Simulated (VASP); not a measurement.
Write the native input for VASP 6.6.1 that does the following.

```yaml
Task: single point
Functional: PBEsol
Potentials_or_basis: VASP PAW PBE potentials, release 64 (Cr_pv, Ge_d)
Cutoff: 520 eV
k_mesh: 3 × 3 × 3
Occupations: gaussian, width 0.05 eV
Spin: collinear spin, ferromagnetic start
Starting_moments: "[2.0, 0.0, 0.0, 0.0, 0.0, 0.0, 0.0, 0.0, 0.0, 0.0, 0.0, 0.0, 0.0, 0.0, 0.0, 0.0] μB"
Hubbard_terms: Cr d U = 5.0 eV
Dipole_correction: no
Further_INCAR_settings: LREAL = Auto; ALGO = Fast; EDIFF = 1e-06; NBANDS = 129
```

The structure of CrGe15 lies in POSCAR:

```
CrGe15
1.0
    0.0000000000      5.6575400000      5.6575400000
    5.6575400000      0.0000000000      5.6575400000
    5.6575400000      5.6575400000      0.0000000000
Cr Ge
1 15
Direct
    0.0000000000      1.0000000000      1.0000000000
    0.0006439391      0.0006439391      0.4993560609
    0.0006439391      0.4993560609      0.0006439391
    0.0006439391      0.4993560609      0.4993560609
    0.4993560609      0.0006439391      0.0006439391
    0.4993560609      0.0006439391      0.4993560609
    0.4993560609      0.4993560609      0.0006439391
    0.5000000000      0.5000000000      0.5000000000
    0.1271381710      0.1271381710      0.1271381710
    0.1271381710      0.1271381710      0.6185854871
    0.1271381710      0.6185854871      0.1271381710
    0.1250830096      0.6249723301      0.6249723301
    0.6185854871      0.1271381710      0.1271381710
    0.6249723301      0.1250830096      0.6249723301
    0.6249723301      0.6249723301      0.1250830096
    0.6249723301      0.6249723301      0.6249723301
```

One way to write it, as run:

INCAR

```
SYSTEM = CrGe15
PREC     = Accurate       ! precision mode
ENCUT    = 520            ! plane-wave cutoff, eV
EDIFF    = 1E-6           ! SCF threshold, eV
ISMEAR   = 0              ! smearing method
SIGMA    = 0.05           ! smearing width, eV
LREAL    = Auto         
LASPH    = .TRUE.         ! aspherical terms in the spheres
NELM     = 150            ! most SCF steps
ALGO     = Fast           ! electronic algorithm
ISIF     = 2              ! what is computed and relaxed
LWAVE    = .FALSE.        ! write WAVECAR
LCHARG   = .FALSE.        ! write CHGCAR
ISPIN    = 2              ! spin polarisation
MAGMOM   = 2 0 0 0 0 0 0 0 0 0 0 0 0 0 0 0 ! initial moments
LORBIT   = 11             ! projections on sites
LMAXMIX  = 4              ! l up to which the mixer works
LDAU     = .TRUE.         ! DFT+U
LDAUTYPE = 2            
LDAUL    = 2 -1           ! shell
LDAUU    = 5 0            ! U, eV
LDAUJ    = 0 0          
LDAUPRINT= 1            
GGA      = PS             ! functional
NBANDS   = 129            ! bands
```

KPOINTS

```
Automatic mesh
0
G
  3 3 3
  0 0 0
```

Potentials or basis: VASP PAW PBE potentials, release 64 (Cr_pv, Ge_d).

Launch:

```sh
$ cat potpaw_PBE.64/Cr_pv/POTCAR potpaw_PBE.64/Ge_d/POTCAR > POTCAR
$ mpirun -np 1 vasp_std > vasp.out
```

It gave:

* Pressure: 1.7 GPa
* Largest force: 0.055 eV/Å
* Net moment: 4.82 μB per cell
* Site moments: Cr +4.10; Ge +0.02, +0.00, +0.01 (each value once) μB
* Valence electrons inside the program's atomic spheres: Cr 10.74; Ge 12.41, 12.40 (each value once)

Caveat: the PAW data sets were made with another functional, which shifts forces and pressure a little; the U is typed as a test and isn't derived for this compound.

Wall time 33 min on 1 thread of Oxide Virtual Turin-like Processor, with other jobs on the host, peak memory 0.77 GiB.
